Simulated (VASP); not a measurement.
# ZrC (Fm-3m) in VASP: further runs

ZrC is run at these levels: r2SCAN, PBE; tasks: single point, relaxation of cell and atoms.

Everything below comes from runs of VASP 6.6.1. Logs are shortened: lines on timing, memory, paths and dates and some standing lists are left out, and cuts for length are marked.

### Step 1. The cell of the first run

It takes space group Fm-3m (No. 225, cubic). The conventional cell has a = 4.774 Å, b = 4.774 Å, c = 4.774 Å, α = 90.00°, β = 90.00°, γ = 90.00°. Zr (site symmetry m-3m) has 6 C at 2.39 Å within 3.2 Å. C (site symmetry m-3m) has 6 Zr at 2.39 Å within 3.2 Å.

### Step 2. Single point, r2SCAN

File POSCAR:

```
ZrC
1.0
    0.0000000000      2.3871093500      2.3871093500
    2.3871093500      0.0000000000      2.3871093500
    2.3871093500      2.3871093500      0.0000000000
Zr C
1 1
Direct
    0.5000000000      0.5000000000      0.5000000000
    0.0000000000      0.0000000000      0.0000000000
```

File INCAR.step1:

```
  ALGO = Normal
  EDIFF = 1E-4
  ENCUT = 520
  GGA = PE
  ISMEAR = -1
  LASPH = True
  LCHARG = False
  LREAL = False
  LWAVE = True
  NBANDS = 15
  NELM = 100
  PREC = Accurate
  SIGMA = 0.1
```

File INCAR.step2:

```
  ALGO = Normal
  EDIFF = 1E-6
  ENCUT = 520
  ISIF = 2
  ISMEAR = -1
  ISTART = 1
  LASPH = True
  LCHARG = True
  LELF = True
  LMIXTAU = True
  LREAL = False
  LVHAR = True
  LWAVE = False
  METAGGA = R2SCAN
  NBANDS = 15
  NELM = 100
  PREC = Accurate
  SIGMA = 0.1
```

File KPOINTS:

```
k-points
0
Gamma
  12 12 12
```

Potentials or basis: VASP PAW PBE potentials, release 64 (Zr_sv, C).

Started as:

```
$ cat potpaw_PBE.64/Zr_sv/POTCAR potpaw_PBE.64/C/POTCAR > POTCAR
$ cp INCAR.step1 INCAR
$ mpirun -np 1 vasp_std > vasp.out
$ cp INCAR.step2 INCAR
$ mpirun -np 1 vasp_std > vasp.out
```

OUTCAR:

```text
EDIFF = 1E-6
   ENCUT = 520
   ISIF = 2
   ISMEAR = -1
   ISTART = 1
   LASPH = True
   LREAL = False
   METAGGA = R2SCAN
   NELM = 100
   PREC = Accurate

 ion  position               nearest neighbor table
   1  0.500  0.500  0.500-   2 2.39   2 2.39   2 2.39   2 2.39   2 2.39   2 2.39
   2  0.000  0.000  0.000-   1 2.39   1 2.39   1 2.39   1 2.39   1 2.39   1 2.39

  LATTYP: Found a face centered cubic cell.
 ALAT       =     4.7742187000

  Lattice vectors:

 A1 = (   0.0000000000,   2.3871093500,   2.3871093500)
 A2 = (   2.3871093500,   0.0000000000,   2.3871093500)
 A3 = (   2.3871093500,   2.3871093500,   0.0000000000)

Analysis of symmetry for initial positions (statically):
=====================================================================
 Subroutine PRICEL returns:
 Original cell was already a primitive cell.

 Routine SETGRP: Setting up the symmetry group for a
 face centered cubic supercell.

 Subroutine GETGRP returns: Found 48 space group operations
 (whereof 48 operations were pure point group operations)
 out of a pool of 48 trial point group operations.

The static configuration has the point symmetry O_h .

Analysis of symmetry for dynamics (positions and initial velocities):
=====================================================================
 Subroutine PRICEL returns:
 Original cell was already a primitive cell.

 Routine SETGRP: Setting up the symmetry group for a
 face centered cubic supercell.

 Subroutine GETGRP returns: Found 48 space group operations
 (whereof 48 operations were pure point group operations)
 out of a pool of 48 trial point group operations.

The dynamic configuration has the point symmetry O_h .

 Subroutine INISYM returns: Found 48 space group operations
 (whereof 48 operations are pure point group operations),
 and found     1 'primitive' translations

----------------------------------------------------------------------------------------

                                     Primitive cell

  volume of cell :      27.2049

  direct lattice vectors                    reciprocal lattice vectors
     0.000000000  2.387109350  2.387109350    -0.209458356  0.209458356  0.209458356
     2.387109350  0.000000000  2.387109350     0.209458356 -0.209458356  0.209458356
     2.387109350  2.387109350  0.000000000     0.209458356  0.209458356 -0.209458356

  length of vectors
     3.375882418  3.375882418  3.375882418     0.362792515  0.362792515  0.362792515

  position of ions in fractional coordinates (direct lattice)
[... 83 lines left out ...]
   IBRION =     -1    ionic relax: 0-MD 1-quasi-New 2-CG
   NFREE  =      0    steps in history (QN), initial steepest desc. (CG)
   ISIF   =      2    stress and relaxation
   ISYM   =      2    0-nonsym 1-usesym 2-fastsym
   POTIM  = 0.5000    time-step for ionic-motion
   TEBEG  =    0.0;   TEEND  =   0.0 temperature during run
   PSTRESS=    0.0 pullay stress
   NELECT =      16.0000    total number of electrons
   NUPDOWN=      -1.0000    fix difference up-down
   EMIN   =  10.00;   EMAX   =-10.00  energy-range for DOS
   EFERMI =   0.00;   METHOD = LEGACY
   ISMEAR =    -1;   SIGMA  =   0.10  broadening in eV -4-tet -1-fermi 0-gaus
   EFERMI_NEDOS =   21; number of points for ismear=-14 and -15
   IALGO  =     38    algorithm
   IMIX   =      4    mixing-type and parameters
     AMIX     =   0.40;   BMIX     =  1.00
     AMIX_MAG =   1.60;   BMIX_MAG =  1.00
  volume/ion in A,a.u.               =      13.60        91.79
  Fermi-wavevector in a.u.,A,eV,Ry     =   1.371616  2.591978 25.597051  1.881330
  Thomas-Fermi vector in A             =   2.497297
   LORBIT       =      0    0 simple, 1 ext, 2 COOP (PROOUT), +10 PAW based schemes
   METAGGA = R2SCAN    functional components
   LHFCALC =     F    Hartree Fock is set to
   AEXX    =    0.0000 exact exchange contribution
   IVDW    =     0    specifies the selected vdW correction
   LEPSILON=     F    determine dielectric tensor
   LRPA    =     F    only Hartree local field effects (RPA)
 non-spin polarized calculation
  energy-cutoff  :      520.00
  volume of cell :       27.20
 maximum number of plane-waves:       754
 NGX is ok and might be reduce to    28
   NGX = 13   NGY = 13   NGZ = 13

 number of electron      16.0000000 magnetization

 Free energy of the ion-electron system (eV)
  ---------------------------------------------------
  ext. energy  EPLUGINS =         0.00000000
  ---------------------------------------------------
  free energy    TOTEN  =       -34.70158980 eV

  energy without entropy =      -34.69254964  energy(sigma->0) =      -34.69706972

 E-fermi :   9.1456     XC(G=0): -12.6891

 val. band max:        9.0769762913   @ k =   0.5000   0.5000   0.0000
 cond. band min:       9.2489051351   @ k =   0.4167   0.3333   0.0000
 fundamental gap:      0.1719288438
 Fermi energy:         9.1455665815

 k-point     1 :       0.0000    0.0000    0.0000
  band No.  band energies     occupation
      1     -40.8949      2.00000
      2     -17.9243      2.00000
      3     -17.9243      2.00000
      4     -17.9243      2.00000
      5      -2.7484      2.00000
      6      10.0307      0.00029
      7      10.0308      0.00029
      8      10.0308      0.00029
      9      10.4106      0.00001
     10      10.4106      0.00001
     11      10.4106      0.00001
     12      11.9440      0.00000
     13      11.9440      0.00000
     14      16.5244      0.00000
[... 401 lines left out ...]
      2     -18.5929      2.00000
      3     -18.1250      2.00000
      4     -18.0182      2.00000
      5      -0.2518      2.00000
      6       4.4494      2.00000
      7       6.4414      2.00000
      8       6.4668      2.00000
      9      12.9185      0.00000
     10      13.4505      0.00000
     11      14.0604      0.00000
     12      17.0998      0.00000
     13      18.6270      0.00000
     14      18.7578      0.00000
     15      22.7612      0.00000

 [... further k-points ...]
[... 5 lines left out ...]
  --------------------------------------------------------------------------------------
  -------------------------------------------------------------------------------------
  Total       -1.3964507     -1.3964507     -1.3964507      0.0000000      0.0000000      0.0000000
  in kB      -82.2411659    -82.2411659    -82.2411659      0.0000000      0.0000000      0.0000000
  external PRESSURE =     -82.2411659 kB  Pullay stress =       0.0000000 kB

 VOLUME and BASIS-vectors are now :
 -----------------------------------------------------------------------------
  energy-cutoff  :      520.00
  volume of cell :       27.20
      direct lattice vectors                 reciprocal lattice vectors
     0.000000000  2.387109350  2.387109350    -0.209458356  0.209458356  0.209458356
     2.387109350  0.000000000  2.387109350     0.209458356 -0.209458356  0.209458356
     2.387109350  2.387109350  0.000000000     0.209458356  0.209458356 -0.209458356

 POSITION                                       TOTAL-FORCE (eV/Angst)
 -----------------------------------------------------------------------------------
      2.38711      2.38711      2.38711         0.000000     -0.000000      0.000000
      0.00000      0.00000      0.00000        -0.000000      0.000000     -0.000000
 -----------------------------------------------------------------------------------
    total drift:                                0.000000      0.000000      0.000000

  FREE ENERGIE OF THE ION-ELECTRON SYSTEM (eV)
  ---------------------------------------------------
  free  energy   TOTEN  =       -34.7015898045 eV

  energy  without entropy=      -34.6925496416  energy(sigma->0) =      -34.69706972
```

Wall time 2.1 min (1 thread of Intel Xeon Platinum 8259CL at 2.50GHz (Skylake/Cascade Lake), shared host); peak memory 0.18 GiB.

Results:

```yaml
Free_energy: -34.7016 eV
Pressure: -8.2 GPa
Band_gap_on_the_k_mesh: zero (band 8 reaches 10.03 eV, above the bottom of band 9 at 8.77 eV)
```

Caveat: the PAW data sets were made with another functional, which shifts forces and pressure a little.

### Step 3. Single point, r2SCAN

This run uses another cell than the first one, of 13.86 Å³/atom, 1.019 times its volume.

File POSCAR:

```
ZrC
1.0
    0.0000000000      2.4023142700      2.4023142700
    2.4023142700      0.0000000000      2.4023142700
    2.4023142700      2.4023142700      0.0000000000
Zr C
1 1
Direct
    0.5000000000      0.5000000000      0.5000000000
    0.0000000000      0.0000000000      0.0000000000
```

File INCAR.step1:

```
SYSTEM = ZrC
ALGO     = Normal         ! electronic algorithm
EDIFF    = 1E-4           ! SCF threshold, eV
ENCUT    = 520            ! plane-wave cutoff, eV
GGA      = PE             ! functional
ISMEAR   = -1             ! smearing method
LASPH    = .TRUE.         ! aspherical terms in the spheres
LCHARG   = .FALSE.        ! write CHGCAR
LREAL    = .FALSE.        ! projectors in reciprocal space
LWAVE    = .TRUE.         ! write WAVECAR
NBANDS   = 15             ! bands
NELM     = 60             ! most SCF steps
PREC     = Accurate       ! precision mode
SIGMA    = 0.1            ! smearing width, eV
```

File INCAR.step2:

```
SYSTEM = ZrC
ALGO     = Normal         ! electronic algorithm
EDIFF    = 1E-7           ! SCF threshold, eV
ENCUT    = 520            ! plane-wave cutoff, eV
ISIF     = 2              ! what is computed and relaxed
ISMEAR   = -1             ! smearing method
ISTART   = 1            
LASPH    = .TRUE.         ! aspherical terms in the spheres
LCHARG   = .FALSE.        ! write CHGCAR
LMIXTAU  = .TRUE.       
LREAL    = .FALSE.        ! projectors in reciprocal space
LWAVE    = .FALSE.        ! write WAVECAR
METAGGA  = R2SCAN         ! meta-GGA
NBANDS   = 15             ! bands
NELM     = 60             ! most SCF steps
PREC     = Accurate       ! precision mode
SIGMA    = 0.1            ! smearing width, eV
```

File KPOINTS:

```
k-points
0
G
  12 12 12
  0 0 0
```

Potentials or basis: VASP PAW PBE potentials, release 64 (Zr_sv, C).

Started as:

```
$ cat potpaw_PBE.64/Zr_sv/POTCAR potpaw_PBE.64/C/POTCAR > POTCAR
$ cp INCAR.step1 INCAR
$ mpirun -np 1 vasp_std > vasp.out
$ cp INCAR.step2 INCAR
$ mpirun -np 1 vasp_std > vasp.out
```

Run time: 2.6 min. Hardware: 1 thread of Intel Xeon Platinum 8259CL at 2.50GHz (Skylake/Cascade Lake), shared host; peak memory 0.18 GiB.

Results (log left out):

```yaml
Free_energy: -34.6689 eV
Pressure: -11.8 GPa
Band_gap_on_the_k_mesh: zero (band 8 reaches 9.82 eV, above the bottom of band 9 at 8.59 eV)
```

Levels at points of the mesh, in eV from the Fermi level:
```
           k point  band 4  band 5  band 6  band 7  band 8  band 9  band 10  band 11  band 12  band 13
(0.00, 0.00, 0.00)  -27.16  -11.82    0.88    0.88    0.88    1.25     1.25     1.25     2.74     2.74
(0.50, 0.00, 0.00)  -27.22   -9.03   -5.24   -2.92   -2.92    4.43     4.43     5.27     6.65     9.85
(0.50, 0.50, 0.00)  -27.39  -10.65   -2.32   -1.46   -0.09   -0.09     4.24     5.48     5.48     7.48
```

Caveat: the PAW data sets were made with another functional, which shifts forces and pressure a little.

### Step 4. Relaxation of cell and atoms, PBE

This run uses another cell than the first one, of 13.23 Å³/atom, 0.972 times its volume.

File INCAR:

```
PREC = Accurate
ENCUT = 600
EDIFF = 1E-6
ISMEAR = -1
SIGMA = 0.1
LREAL = False
LASPH = True
NELM = 100
ALGO = Normal
ISIF = 3
LWAVE = False
LCHARG = False
GGA = PE
IBRION = 2
NSW = 80
EDIFFG = -0.01
```

File KPOINTS:

```
regular mesh
0
Gamma
  11 11 11
```

File POSCAR:

```
ZrC
1.0
    0.0000000000      2.3650000000      2.3650000000
    2.3650000000      0.0000000000      2.3650000000
    2.3650000000      2.3650000000      0.0000000000
Zr C
1 1
Direct
    0.5000000000      0.5000000000      0.5000000000
    0.0000000000      0.0000000000      0.0000000000
```

Started as:

```
$ cat potpaw_PBE.64/Zr_sv/POTCAR potpaw_PBE.64/C/POTCAR > POTCAR
$ mpirun -np 1 vasp_std > vasp.out
```

Wall time 44 s (1 thread of Intel Xeon Platinum 8259CL at 2.50GHz (Skylake/Cascade Lake), shared host); peak memory 0.18 GiB.

The run converged. Its results:

```
Free energy                            : -19.4670 eV
Relaxed volume                         : 13.06 Å³/atom
Relaxed cell                           : a = 3.331 Å, b = 3.331 Å, c = 3.331 Å, α = 60.00°, β = 60.00°, γ = 60.00°
Space group after relaxing (to 0.05 Å) : Fm-3m (No. 225)
Energy gained by relaxing              : 1.4 meV/atom
Ionic steps                            : 3
Pressure after relaxing                : 0.0 GPa
Band gap on the k mesh                 : zero (band 8 reaches 10.47 eV, above the bottom of band 9 at 9.18 eV)
```

Step by step:
```csv
step,energy change (eV),largest force (eV/Å),pressure (GPa),volume (Å³)
1,0.0000,0.0000,-2.71,26.46
2,0.0045,0.0000,4.62,25.61
3,-0.0029,0.0000,-0.01,26.13
```

Final structure:
```
Zr C
1.0
     0.00000    2.35513    2.35513
     2.35513    0.00000    2.35513
     2.35513    2.35513    0.00000
Zr C
1 1
Direct
  0.50000 0.50000 0.50000
  0.00000 0.00000 0.00000
```

Levels at points of the mesh, in eV from the Fermi level:
```tsv
k point	band 5	band 6	band 7	band 8	band 9	band 10	band 11	band 12
(0.00, 0.00, 0.00)	-11.30	0.92	0.92	0.92	1.08	1.08	1.08	2.78
```

### Step 5. Overview

```tsv
task	level	cell	k mesh	cutoff (eV)	gap on the mesh (eV)	pressure (GPa)
single point	r2SCAN	a = 3.376 Å, angles 60.0°, 2 atoms	12 × 12 × 12	520	none	-8.2
single point	r2SCAN	a = 3.397 Å, angles 60.0°, 2 atoms	12 × 12 × 12	520	none	-11.8
relaxation of cell and atoms	PBE	relaxed from a = 3.345 Å, angles 60.0°, 2 atoms	11 × 11 × 11	600	none	0.0
```

Alike in all rows: potentials or basis VASP PAW PBE potentials, release 64 (Zr_sv, C); no spin polarisation; smearing fermi-dirac 0.1 eV.

Caveats: the PAW data sets were made with another functional, which shifts forces and pressure a little (some runs).

Absolute energies hang on the potentials; compare differences alone.
